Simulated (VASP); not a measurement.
Input of a VASP 6.6.1 run:

The input INCAR:

```
SYSTEM = Cu
PREC = Accurate
ENCUT = 600
EDIFF = 1E-6
ISMEAR = 0
SIGMA = 0.1
LREAL = .False.
LASPH = .True.
NELM = 120
ALGO = Normal
ISIF = 2
LWAVE = .False.
LCHARG = .True.
LELF = .True.
LVHAR = .True.
NBANDS = 12
GGA_COMPAT = .False.
```

Contents of KPOINTS:

```
regular mesh
0
Gamma
  3 13 2
  0 0 0
```

POSCAR

```
Cu
1.0
   11.5702540000      0.0000000000      0.0000000000
    0.0000000000      2.2382120000      0.0000000000
   -4.5956240000      0.0000000000     21.7433880000
Cu
1
Direct
    0.5000000000      0.5000000000      0.5000000000
```

Potentials or basis: VASP PAW LDA potentials, release 64 (Cu).

The run is started by

```sh
$ cat potpaw_LDA.64/Cu/POTCAR > POTCAR
$ mpirun -np 1 vasp_std > vasp.out
```

(1) What does it give for the band gap on the k mesh?

(2) What does it give for the pressure?

Answers

(1) zero (an odd number of electrons rules out a gap without spin polarisation).

(2) 0.0 GPa.
